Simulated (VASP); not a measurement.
Here is a VASP 6.6.1 calculation.

Contents of INCAR:

```
SYSTEM = BN
ALGO = Normal ; EDIFF = 1E-6
ENCUT = 520 ; GGA = CA
ISIF = 2 ; ISMEAR = -1
LASPH = .TRUE. ; LCHARG = .FALSE.
LREAL = .FALSE. ; LWAVE = .FALSE.
NBANDS = 16 ; NELM = 100
PREC = Accurate ; SIGMA = 0.05
```

File KPOINTS:

```
k-points
0
G
  12 12 6
  0 0 0
```

Contents of POSCAR:

```
BN
1.0
    2.6040295656      0.0000000000      0.0000000000
   -1.3020147828      2.2551557560      0.0000000000
    0.0000000000      0.0000000000      4.3097555565
N B
2 2
Direct
    0.3333333333      0.6666666667      0.1252760000
    0.6666666667      0.3333333333      0.6252760000
    0.3333333333      0.6666666667      0.4997240000
    0.6666666667      0.3333333333      0.9997240000
```

Potentials or basis: VASP PAW LDA potentials, release 64 (N, B).

Run with:

```console
$ cat potpaw_LDA.64/N/POTCAR potpaw_LDA.64/B/POTCAR > POTCAR
$ mpirun -np 1 vasp_std > vasp.out
```

(1) Estimate the pressure.

(2) What does it give for the largest force?

(3) Estimate the band gap on the k mesh.

Results:

(1) -31.4 GPa.

(2) 0.062 eV/Å.

(3) 5.04 eV, indirect (least direct gap 7.82 eV).
